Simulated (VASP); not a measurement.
# Cd (Fm-3m) in VASP: further runs

The runs below take Cd through density of states, with PBE.

Everything below comes from runs of VASP 6.6.1. Logs are shortened: lines on timing, memory, paths and dates and some standing lists are left out, and cuts for length are marked.

**1. The cell of the first run**

It takes space group Fm-3m (No. 225, cubic). The conventional cell has a = 3.396 Å, b = 3.396 Å, c = 3.396 Å, α = 90.00°, β = 90.00°, γ = 90.00°. Cd (site symmetry m-3m) has 12 Cd at 2.40 Å within 3.2 Å.

**2. Density of states, PBE (volume scaled by 0.43)**

POSCAR

```
Cd
1.0
    0.0000000000      1.6981725382      1.6981725382
    1.6981725382      0.0000000000      1.6981725382
    1.6981725382      1.6981725382      0.0000000000
Cd
1
Direct
    0.0000000000      0.0000000000      0.0000000000
```

INCAR.step1

```
PREC = Accurate
ENCUT = 520
EDIFF = 1E-6
ISMEAR = -1
SIGMA = 0.08
LREAL = F
LASPH = T
NELM = 100
ALGO = Normal
ISIF = 2
LWAVE = F
LCHARG = T
GGA = PE
NBANDS = 12
```

KPOINTS.step1

```
Automatic mesh
0
Gamma
  14 14 14
```

INCAR.step2

```
PREC = Accurate
ENCUT = 520
EDIFF = 1E-6
ISMEAR = -5
SIGMA = 0.08
LREAL = F
LASPH = T
NELM = 100
ALGO = Normal
ISIF = 2
LWAVE = F
LCHARG = F
GGA = PE
LORBIT = 11
NEDOS = 1001
ICHARG = 11
```

KPOINTS.step2

```
Automatic mesh
0
Gamma
  21 21 21
```

Potentials or basis: VASP PAW PBE potentials, release 64 (Cd).

The run is started by

```bash
> cat potpaw_PBE.64/Cd/POTCAR > POTCAR
> cp INCAR.step1 INCAR
> cp KPOINTS.step1 KPOINTS
> mpirun -np 1 vasp_std > vasp.out
> cp INCAR.step2 INCAR
> cp KPOINTS.step2 KPOINTS
> mpirun -np 1 vasp_std > vasp.out
```

OUTCAR:

```text
PREC = Accurate
   ENCUT = 520
   EDIFF = 1E-6
   ISMEAR = -5
   LREAL = F
   LASPH = T
   NELM = 100
   ISIF = 2
   GGA = PE
   LORBIT = 11
   ICHARG = 11

 ion  position               nearest neighbor table
   1  0.000  0.000  0.000-

  LATTYP: Found a face centered cubic cell.
 ALAT       =     3.3963450764

  Lattice vectors:

 A1 = (   0.0000000000,   1.6981725382,   1.6981725382)
 A2 = (   1.6981725382,   0.0000000000,   1.6981725382)
 A3 = (   1.6981725382,   1.6981725382,   0.0000000000)

Analysis of symmetry for initial positions (statically):
=====================================================================
 Subroutine PRICEL returns:
 Original cell was already a primitive cell.

 Routine SETGRP: Setting up the symmetry group for a
 face centered cubic supercell.

 Subroutine GETGRP returns: Found 48 space group operations
 (whereof 48 operations were pure point group operations)
 out of a pool of 48 trial point group operations.

The static configuration has the point symmetry O_h .

Analysis of symmetry for dynamics (positions and initial velocities):
=====================================================================
 Subroutine PRICEL returns:
 Original cell was already a primitive cell.

 Routine SETGRP: Setting up the symmetry group for a
 face centered cubic supercell.

 Subroutine GETGRP returns: Found 48 space group operations
 (whereof 48 operations were pure point group operations)
 out of a pool of 48 trial point group operations.

The dynamic configuration has the point symmetry O_h .

 Subroutine INISYM returns: Found 48 space group operations
 (whereof 48 operations are pure point group operations),
 and found     1 'primitive' translations

----------------------------------------------------------------------------------------

                                     Primitive cell

  volume of cell :       9.7943

  direct lattice vectors                    reciprocal lattice vectors
     0.000000000  1.698172538  1.698172538    -0.294434157  0.294434157  0.294434157
     1.698172538  0.000000000  1.698172538     0.294434157 -0.294434157  0.294434157
     1.698172538  1.698172538  0.000000000     0.294434157  0.294434157 -0.294434157

  length of vectors
     2.401578635  2.401578635  2.401578635     0.509974920  0.509974920  0.509974920

  position of ions in fractional coordinates (direct lattice)
     0.000000000  0.000000000  0.000000000

[... 84 lines left out ...]
   ISYM   =      2    0-nonsym 1-usesym 2-fastsym
   POTIM  = 0.5000    time-step for ionic-motion
   TEBEG  =    0.0;   TEEND  =   0.0 temperature during run
   PSTRESS=    0.0 pullay stress
   NELECT =      12.0000    total number of electrons
   NUPDOWN=      -1.0000    fix difference up-down
   EMIN   =  10.00;   EMAX   =-10.00  energy-range for DOS
   EFERMI =   0.00;   METHOD = LEGACY
   ISMEAR =    -5;   SIGMA  =   0.08  broadening in eV -4-tet -1-fermi 0-gaus
   EFERMI_NEDOS =   21; number of points for ismear=-14 and -15
   IALGO  =     38    algorithm
   IMIX   =      4    mixing-type and parameters
     AMIX     =   0.40;   BMIX     =  1.00
     AMIX_MAG =   1.60;   BMIX_MAG =  1.00
  volume/ion in A,a.u.               =       9.79        66.10
  Fermi-wavevector in a.u.,A,eV,Ry     =   1.751769  3.310363 41.752112  3.068694
  Thomas-Fermi vector in A             =   2.822229
   LORBIT       =     11    0 simple, 1 ext, 2 COOP (PROOUT), +10 PAW based schemes
   GGA     = PE    functional components
   LHFCALC =     F    Hartree Fock is set to
   AEXX    =    0.0000 exact exchange contribution
   IVDW    =     0    specifies the selected vdW correction
   LEPSILON=     F    determine dielectric tensor
   LRPA    =     F    only Hartree local field effects (RPA)
 non-spin polarized calculation
 Fermi weights with tetrahedron method with Bloechl corrections
  energy-cutoff  :      520.00
  volume of cell :        9.79
 maximum number of plane-waves:       279
 NGX is ok and might be reduce to    18

 number of electron      11.9999994 magnetization

 Free energy of the ion-electron system (eV)
  ---------------------------------------------------
  ext. energy  EPLUGINS =         0.00000000
  ---------------------------------------------------
  free energy    TOTEN  =         5.93104180 eV

  energy without entropy =        5.93104180  energy(sigma->0) =        5.93104180

 E-fermi :  14.2890     XC(G=0): -15.9368

 val. band max:       14.5486746485   @ k =  -0.2857   0.4286   0.1429
 cond. band min:      14.2123216873   @ k =  -0.4286   0.1905   0.0476
 fundamental gap:     -0.3363529612
 Fermi energy:        14.2890457201

 k-point     1 :       0.0000    0.0000    0.0000
  band No.  band energies     occupation
      1      -5.1379      2.00000
      2      -1.6072      2.00000
      3      -1.6072      2.00000
      4      -1.6072      2.00000
      5       0.6067      2.00000
      6       0.6067      2.00000
      7      27.6525      0.00000
      8      34.2903      0.00000
      9      34.2903      0.00000
     10      34.2903      0.00000
[... 287 lines left out ...]
 k-point    24 :      -0.3810    0.0476    0.0000
  band No.  band energies     occupation
      1      -4.2286      2.00000
      2      -1.5867      2.00000
      3      -1.5058      2.00000
      4       1.6199      2.00000
      5       1.7932      2.00000
      6       4.0819      2.00000
      7      16.7399      0.00000
      8      26.9873      0.00000
      9      32.8689      0.00000
     10      34.8075      0.00000

 [... further k-points ...]

------------------------ aborting loop because EDIFF is reached ----------------------------------------

  FORCE on cell =-STRESS in cart. coord.  units (eV):
  Direction    XX          YY          ZZ          XY          YZ          ZX
  --------------------------------------------------------------------------------------
  -------------------------------------------------------------------------------------
  Total       24.4145467     24.4145467     24.4145467     -0.0000000      0.0000000      0.0000000
  in kB     3993.7769991   3993.7769991   3993.7769991     -0.0000000      0.0000000      0.0000000
  external PRESSURE =    3993.7769991 kB  Pullay stress =       0.0000000 kB

 VOLUME and BASIS-vectors are now :
 -----------------------------------------------------------------------------
  energy-cutoff  :      520.00
  volume of cell :        9.79
      direct lattice vectors                 reciprocal lattice vectors
     0.000000000  1.698172538  1.698172538    -0.294434157  0.294434157  0.294434157
     1.698172538  0.000000000  1.698172538     0.294434157 -0.294434157  0.294434157
     1.698172538  1.698172538  0.000000000     0.294434157  0.294434157 -0.294434157

 POSITION                                       TOTAL-FORCE (eV/Angst)
 -----------------------------------------------------------------------------------
      0.00000      0.00000      0.00000         0.000000      0.000000      0.000000
 -----------------------------------------------------------------------------------
    total drift:                                0.000000     -0.000000     -0.000000

  FREE ENERGIE OF THE ION-ELECTRON SYSTEM (eV)
  ---------------------------------------------------
  free  energy   TOTEN  =         5.9310418027 eV

  energy  without entropy=        5.9310418027  energy(sigma->0) =        5.93104180

 total charge

# of ion       s       p       d       tot
------------------------------------------
    1        0.719   1.182   9.766  11.667
```

OSZICAR.step1:

```text
N       E                     dE             d eps       ncg     rms          rms(c)
DAV:   1     0.750213663430E+02    0.75021E+02   -0.76658E+03  2832   0.118E+03
DAV:   2     0.659390615691E+01   -0.68427E+02   -0.66090E+02  2736   0.270E+02
DAV:   3     0.569837970265E+01   -0.89553E+00   -0.89507E+00  2920   0.320E+01
DAV:   4     0.569737528400E+01   -0.10044E-02   -0.10044E-02  2856   0.106E+00
DAV:   5     0.569737404215E+01   -0.12419E-05   -0.12400E-05  2956   0.353E-02    0.331E+01
DAV:   6     0.585220747883E+01    0.15483E+00   -0.72649E-02  2848   0.425E+00    0.197E+01
DAV:   7     0.592728060651E+01    0.75073E-01   -0.45885E-02  2808   0.313E+00    0.744E-01
DAV:   8     0.592864159451E+01    0.13610E-02   -0.56013E-03  2752   0.122E+00    0.768E-02
DAV:   9     0.592862703515E+01   -0.14559E-04   -0.19737E-05  2956   0.439E-02    0.291E-02
DAV:  10     0.592861877356E+01   -0.82616E-05   -0.45385E-06  2912   0.199E-02    0.251E-03
DAV:  11     0.592861882646E+01    0.52898E-07   -0.66411E-08  1572   0.237E-03
   1 F= 0.59286188E+01 E0= 0.59313181E+01  d E =-.539852E-02
```

Run time: 15 s. Hardware: 1 thread of Intel Xeon Platinum 8375C at 2.90GHz (Ice Lake), shared host; peak memory 0.14 GiB.

What came out:

- Valence electrons inside the program's atomic spheres: Cd 11.67

Caveat: the cell differs from its parent crystal (volume scaled by 0.43); tetrahedron occupations give inexact forces and stress in metals.

**3. Density of states, PBE**

This run uses another cell than the first one, of 22.78 Å³/atom, 2.326 times its volume.

POSCAR

```
Cd
1.0
    0.0000000000      2.2498781340      2.2498781340
    2.2498781340      0.0000000000      2.2498781340
    2.2498781340      2.2498781340      0.0000000000
Cd
1
Direct
    0.0000000000      0.0000000000      0.0000000000
```

INCAR.step1

```
ALGO = Normal ; EDIFF = 1E-7
ENCUT = 520 ; GGA = PE
ISIF = 2 ; ISMEAR = -1
LASPH = T ; LCHARG = T
LREAL = F ; LWAVE = F
NBANDS = 12 ; NELM = 100
PREC = Accurate ; SIGMA = 0.08
```

KPOINTS.step1

```
k-points
0
Gamma
  14 14 14
```

INCAR.step2

```
ALGO = Normal ; EDIFF = 1E-7
ENCUT = 520 ; GGA = PE
ICHARG = 11 ; ISIF = 2
ISMEAR = -5 ; LASPH = T
LCHARG = F ; LORBIT = 11
LREAL = F ; LWAVE = F
NBANDS = 12 ; NEDOS = 2001
NELM = 100 ; PREC = Accurate
SIGMA = 0.08
```

KPOINTS.step2

```
k-points
0
Gamma
  21 21 21
```

Potentials or basis: VASP PAW PBE potentials, release 64 (Cd).

The run is started by

```bash
> cat potpaw_PBE.64/Cd/POTCAR > POTCAR
> cp INCAR.step1 INCAR
> cp KPOINTS.step1 KPOINTS
> mpirun -np 1 vasp_std > vasp.out
> cp INCAR.step2 INCAR
> cp KPOINTS.step2 KPOINTS
> mpirun -np 1 vasp_std > vasp.out
```

OUTCAR:

```text
EDIFF = 1E-7
   ENCUT = 520
   GGA = PE
   ICHARG = 11
   ISIF = 2
   ISMEAR = -5
   LASPH = T
   LORBIT = 11
   LREAL = F
   NELM = 100
   PREC = Accurate

 ion  position               nearest neighbor table
   1  0.000  0.000  0.000-

  LATTYP: Found a face centered cubic cell.
 ALAT       =     4.4997562680

  Lattice vectors:

 A1 = (   0.0000000000,   2.2498781340,   2.2498781340)
 A2 = (   2.2498781340,   0.0000000000,   2.2498781340)
 A3 = (   2.2498781340,   2.2498781340,   0.0000000000)

Analysis of symmetry for initial positions (statically):
[... 542 lines left out ...]

  FORCE on cell =-STRESS in cart. coord.  units (eV):
  Direction    XX          YY          ZZ          XY          YZ          ZX
  --------------------------------------------------------------------------------------
  -------------------------------------------------------------------------------------
  Total        0.0729695      0.0729695      0.0729695      0.0000000      0.0000000      0.0000000
  in kB        5.1326905      5.1326905      5.1326905      0.0000000      0.0000000      0.0000000
  external PRESSURE =       5.1326905 kB  Pullay stress =       0.0000000 kB

 VOLUME and BASIS-vectors are now :
 -----------------------------------------------------------------------------
  energy-cutoff  :      520.00
  volume of cell :       22.78
      direct lattice vectors                 reciprocal lattice vectors
     0.000000000  2.249878134  2.249878134    -0.222234259  0.222234259  0.222234259
     2.249878134  0.000000000  2.249878134     0.222234259 -0.222234259  0.222234259
     2.249878134  2.249878134  0.000000000     0.222234259  0.222234259 -0.222234259

 POSITION                                       TOTAL-FORCE (eV/Angst)
 -----------------------------------------------------------------------------------
      0.00000      0.00000      0.00000         0.000000      0.000000      0.000000
 -----------------------------------------------------------------------------------
    total drift:                               -0.000000     -0.000000      0.000000

  FREE ENERGIE OF THE ION-ELECTRON SYSTEM (eV)
  ---------------------------------------------------
  free  energy   TOTEN  =        -0.7397595988 eV

  energy  without entropy=       -0.7397595988  energy(sigma->0) =       -0.73975960

 total charge

# of ion       s       p       d       tot
------------------------------------------
    1        0.539   0.259   9.491  10.289
```

OUTCAR.step1:

```text
EDIFF = 1E-7
   ENCUT = 520
   GGA = PE
   ISIF = 2
   ISMEAR = -1
   LASPH = T
[... 574 lines left out ...]

 POSITION                                       TOTAL-FORCE (eV/Angst)
 -----------------------------------------------------------------------------------
      0.00000      0.00000      0.00000         0.000000      0.000000      0.000000
 -----------------------------------------------------------------------------------
    total drift:                               -0.000000     -0.000000     -0.000000

  FREE ENERGIE OF THE ION-ELECTRON SYSTEM (eV)
  ---------------------------------------------------
  free  energy   TOTEN  =        -0.7488201271 eV

  energy  without entropy=       -0.7441203795  energy(sigma->0) =       -0.74647025
```

OSZICAR.step1:

```text
N       E                     dE             d eps       ncg     rms          rms(c)
DAV:   1     0.687906429547E+02    0.68791E+02   -0.69506E+03  2680   0.981E+02
DAV:   2     0.483779522713E+00   -0.68307E+02   -0.64508E+02  2724   0.232E+02
DAV:   3    -0.787380973059E+00   -0.12712E+01   -0.12705E+01  2976   0.357E+01
DAV:   4    -0.788960705262E+00   -0.15797E-02   -0.15797E-02  2796   0.124E+00
DAV:   5    -0.788964524098E+00   -0.38188E-05   -0.38188E-05  3020   0.614E-02    0.276E+00
DAV:   6    -0.749887787069E+00    0.39077E-01   -0.10852E-01  2984   0.412E+00    0.226E+00
DAV:   7    -0.748463458996E+00    0.14243E-02   -0.10218E-02  2928   0.104E+00    0.114E+00
DAV:   8    -0.748781793875E+00   -0.31833E-03   -0.14264E-03  2680   0.503E-01    0.587E-02
DAV:   9    -0.748815392592E+00   -0.33599E-04   -0.14651E-05  2976   0.362E-02    0.108E-02
DAV:  10    -0.748820220569E+00   -0.48280E-05   -0.37717E-06  2680   0.213E-02    0.126E-03
DAV:  11    -0.748820127067E+00    0.93502E-07   -0.14168E-08  2000   0.121E-03
   1 F= -.74882013E+00 E0= -.74647025E+00  d E =-.469975E-02
```

It took 84 s on 1 thread of AMD EPYC 7R13, shared host; peak memory 0.16 GiB.

What came out:

| Item | Value |
| --- | --- |
| Valence electrons inside the program's atomic spheres | Cd 10.29 |

Caveat: tetrahedron occupations give inexact forces and stress in metals.
